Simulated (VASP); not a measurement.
# V (Im-3m) in VASP: settings compared, part 2 of 2

VASP 6.6.1. Earlier steps stand in the parts before.

## Step 3: Single point, PBE+U, collinear spin, ferromagnetic start

INCAR

```
PREC = Accurate
ENCUT = 500
EDIFF = 1E-6
ISMEAR = 0
SIGMA = 0.1
LREAL = F
LASPH = T
NELM = 200
ALGO = Normal
ISIF = 2
LWAVE = F
LCHARG = T
ISPIN = 2
MAGMOM = 0.51
LORBIT = 11
LMAXMIX = 4
LDAU = T
LDAUTYPE = 2
LDAUL = 2
LDAUU = 0.61
LDAUJ = 0
LDAUPRINT = 1
GGA = PE
LELF = T
LVHAR = T
NBANDS = 16
GGA_COMPAT = F
```

KPOINTS

```
Automatic mesh
0
Gamma
  4 4 4
```

POSCAR

```
V
1.0
   -1.5130000000      1.5130000000      1.5130000000
    1.5130000000     -1.5130000000      1.5130000000
    1.5130000000      1.5130000000     -1.5130000000
V
1
Direct
    0.0000000000      0.0000000000      0.0000000000
```

Potentials or basis: VASP PAW PBE potentials, release 64 (V_sv).

Command:

```sh
> cat potpaw_PBE.64/V_sv/POTCAR > POTCAR
> mpirun -np 1 vasp_std > vasp.out
```

OUTCAR:

```text
PREC = Accurate
   ENCUT = 500
   EDIFF = 1E-6
   ISMEAR = 0
   LREAL = F
   LASPH = T
   NELM = 200
   ISIF = 2
   ISPIN = 2
   LORBIT = 11
   GGA = PE

 ion  position               nearest neighbor table
   1  0.000  0.000  0.000-

  LATTYP: Found a body centered cubic cell.
 ALAT       =     3.0260000000

  Lattice vectors:

 A1 = (  -1.5130000000,   1.5130000000,   1.5130000000)
 A2 = (   1.5130000000,  -1.5130000000,   1.5130000000)
 A3 = (   1.5130000000,   1.5130000000,  -1.5130000000)

Analysis of symmetry for initial positions (statically):
=====================================================================
 Subroutine PRICEL returns:
 Original cell was already a primitive cell.

 Routine SETGRP: Setting up the symmetry group for a
 body centered cubic supercell.

 Subroutine GETGRP returns: Found 48 space group operations
 (whereof 48 operations were pure point group operations)
 out of a pool of 48 trial point group operations.

The static configuration has the point symmetry O_h .

Analysis of symmetry for dynamics (positions and initial velocities):
=====================================================================
 Subroutine PRICEL returns:
 Original cell was already a primitive cell.

 Routine SETGRP: Setting up the symmetry group for a
 body centered cubic supercell.

 Subroutine GETGRP returns: Found 48 space group operations
 (whereof 48 operations were pure point group operations)
 out of a pool of 48 trial point group operations.

The dynamic configuration has the point symmetry O_h .

Analysis of structural, dynamic, and magnetic symmetry:
=====================================================================
 Subroutine PRICEL returns:
 Original cell was already a primitive cell.

 Routine SETGRP: Setting up the symmetry group for a
 body centered cubic supercell.

 Subroutine GETGRP returns: Found 48 space group operations
 (whereof 48 operations were pure point group operations)
 out of a pool of 48 trial point group operations.
[... 158 lines left out ...]

 Free energy of the ion-electron system (eV)
  ---------------------------------------------------
  ext. energy  EPLUGINS =         0.00000000
  ---------------------------------------------------
  free energy    TOTEN  =        -8.44641215 eV

  energy without entropy =       -8.43606572  energy(sigma->0) =       -8.44123893

 E-fermi :   9.4016     XC(G=0): -12.7624

 val. band max:        9.3873794374   @ k =   0.2500   0.0000   0.0000
 cond. band min:       9.8057173439   @ k =   0.0000   0.0000   0.0000
 fundamental gap:      0.4183379065
 Fermi energy:         9.4015670174

 spin component 1

 k-point     1 :       0.0000    0.0000    0.0000
  band No.  band energies     occupation
      1     -54.4750      1.00000
      2     -27.8163      1.00000
      3     -27.8163      1.00000
      4     -27.8163      1.00000
      5       2.8342      1.00000
      6       9.8057      0.00000
[... 128 lines left out ...]
      2     -28.3778      1.00000
      3     -28.3778      1.00000
      4     -28.3778      1.00000
      5       6.5713      1.00000
      6       6.5713      1.00000
[... 8 lines left out ...]
     15      30.5798      0.00000
     16      41.2194      0.00000
 Fermi energy:         9.4015670174

 spin component 2

 k-point     1 :       0.0000    0.0000    0.0000
  band No.  band energies     occupation
      1     -54.4738      1.00000
      2     -27.8151      1.00000
      3     -27.8150      1.00000
      4     -27.8150      1.00000
      5       2.8352      1.00000
      6       9.8074      0.00000
[... 129 lines left out ...]
      3     -28.3765      1.00000
      4     -28.3765      1.00000
      5       6.5722      1.00000
      6       6.5722      1.00000
[... 8 lines left out ...]
     15      30.5807      0.00000
     16      41.2210      0.00000

------------------------ aborting loop because EDIFF is reached ----------------------------------------

  FORCE on cell =-STRESS in cart. coord.  units (eV):
  Direction    XX          YY          ZZ          XY          YZ          ZX
  --------------------------------------------------------------------------------------
  -------------------------------------------------------------------------------------
  Total       -0.3800492     -0.3800492     -0.3800492     -0.0000000      0.0000000     -0.0000000
  in kB      -43.9514951    -43.9514951    -43.9514951     -0.0000000      0.0000000     -0.0000000
  external PRESSURE =     -43.9514951 kB  Pullay stress =       0.0000000 kB

 VOLUME and BASIS-vectors are now :
 -----------------------------------------------------------------------------
  energy-cutoff  :      500.00
  volume of cell :       13.85
      direct lattice vectors                 reciprocal lattice vectors
    -1.513000000  1.513000000  1.513000000     0.000000000  0.330469266  0.330469266
     1.513000000 -1.513000000  1.513000000     0.330469266  0.000000000  0.330469266
     1.513000000  1.513000000 -1.513000000     0.330469266  0.330469266  0.000000000

 POSITION                                       TOTAL-FORCE (eV/Angst)
 -----------------------------------------------------------------------------------
      0.00000      0.00000      0.00000        -0.000000     -0.000000      0.000000
 -----------------------------------------------------------------------------------
    total drift:                                0.000000     -0.000000      0.000000

  FREE ENERGIE OF THE ION-ELECTRON SYSTEM (eV)
  ---------------------------------------------------
  free  energy   TOTEN  =        -8.4464121482 eV

  energy  without entropy=       -8.4360657216  energy(sigma->0) =       -8.44123893

 total charge

# of ion       s       p       d       tot
------------------------------------------
    1        2.336   6.219   3.036  11.590

 magnetization (x)

# of ion       s       p       d       tot
------------------------------------------
    1        0.000   0.000   0.001   0.001
```

Run time: 6.7 s. Hardware: 1 thread of AMD EPYC 7R13, shared host; peak memory 0.13 GiB.

What came out:

| Property | Result |
| --- | --- |
| Free energy | -8.4464 eV |
| Pressure | -4.4 GPa |
| Net moment | 0.00 μB per cell |
| Valence electrons inside the program's atomic spheres | V 11.59 |

Eigenvalues of the final occupation matrices:
```tsv
site	spin	trace	eigenvalues
site 1 d	1	1.53	0.27 0.27 0.33 0.33 0.33
site 1 d	2	1.53	0.27 0.27 0.33 0.33 0.33
```

Caveat: the k points lie up to 0.73 Å⁻¹ apart; the U is typed as a test and isn't derived for this compound. The state reached can hang on the start; a lower one may exist.

## Step 4: Single point, LDA+U, collinear spin, ferromagnetic start

INCAR: that of step 3 with these lines changed.

```diff
@@ -11,3 +11,3 @@
 LWAVE = F
-LCHARG = T
+LCHARG = F
 ISPIN = 2
@@ -19,8 +19,6 @@
 LDAUL = 2
-LDAUU = 0.61
+LDAUU = 3.6
 LDAUJ = 0
 LDAUPRINT = 1
-GGA = PE
-LELF = T
-LVHAR = T
+GGA = CA
 NBANDS = 16
```

KPOINTS

```
regular mesh
0
Gamma
  6 6 6
```

POSCAR is that of step 3.

Potentials or basis: VASP PAW LDA potentials, release 64 (V_sv).

Command:

```sh
> cat potpaw_LDA.64/V_sv/POTCAR > POTCAR
> mpirun -np 1 vasp_std > vasp.out
```

Wall time 5.7 s (1 thread of Intel Xeon Platinum 8375C at 2.90GHz (Ice Lake), shared host); peak memory 0.12 GiB.

Results (log left out):

* Free energy: -6.1279 eV
* Pressure: -4.7 GPa
* Net moment: 0.78 μB per cell
* Site moments: V +0.68 μB
* Valence electrons inside the program's atomic spheres: V 11.57

Levels at points of the mesh, in eV from the Fermi level:
Spin up:
```csv
k point,band 4,band 5,band 6,band 7,band 8,band 9,band 10,band 11
"(0.00, 0.00, 0.00)",-37.79,-7.14,-0.47,-0.47,-0.47,2.33,2.33,19.67
"(0.50, 0.00, 0.00)",-37.79,-3.64,-1.91,0.95,2.06,2.67,3.06,9.10
"(0.50, 0.50, 0.50)",-38.36,-2.93,-2.93,2.69,2.69,2.69,9.21,9.21
```
Spin down:
```
           k point  band 4  band 5  band 6  band 7  band 8  band 9
(0.00, 0.00, 0.00)  -37.21   -6.77    0.95    0.95    0.95    2.63
(0.50, 0.00, 0.00)  -37.22   -2.87   -0.57    1.31    2.70    2.99
(0.50, 0.50, 0.50)  -37.79   -2.65   -2.65    4.17    4.17    4.17
```

Eigenvalues of the final occupation matrices:
```
    site  spin  trace               eigenvalues
site 1 d     1   1.82  0.23 0.23 0.45 0.45 0.45
site 1 d     2   1.18  0.23 0.23 0.23 0.25 0.25
```

Caveat: the k points lie up to 0.49 Å⁻¹ apart; the U is typed as a test and isn't derived for this compound. The state reached can hang on the start; a lower one may exist.

## Step 5: Summary

```csv
level,potentials or basis,U,k mesh,smearing,gap on the mesh (eV),pressure (GPa),moment (μB)
LDA+U,"VASP PAW LDA potentials, release 64 (V_sv)",V d U = 1.9 eV,2 × 1 × 5,gaussian 0.064 eV,none,3.7,0.80
PBE+U,"VASP PAW PBE potentials, release 64 (V_sv)",V d U = 0.61 eV,4 × 4 × 4,gaussian 0.1 eV,none,-4.4,0.00
LDA+U,"VASP PAW LDA potentials, release 64 (V_sv)",V d U = 3.6 eV,6 × 6 × 6,gaussian 0.1 eV,none,-4.7,0.78
```

Alike in all rows: task single point; spin collinear, ferromagnetic start; cell as given; cutoff (eV) 500.

Caveats: all runs use coarse meshes; the U is typed as a test and isn't derived for this compound.

Absolute energies hang on the potentials; compare differences alone.
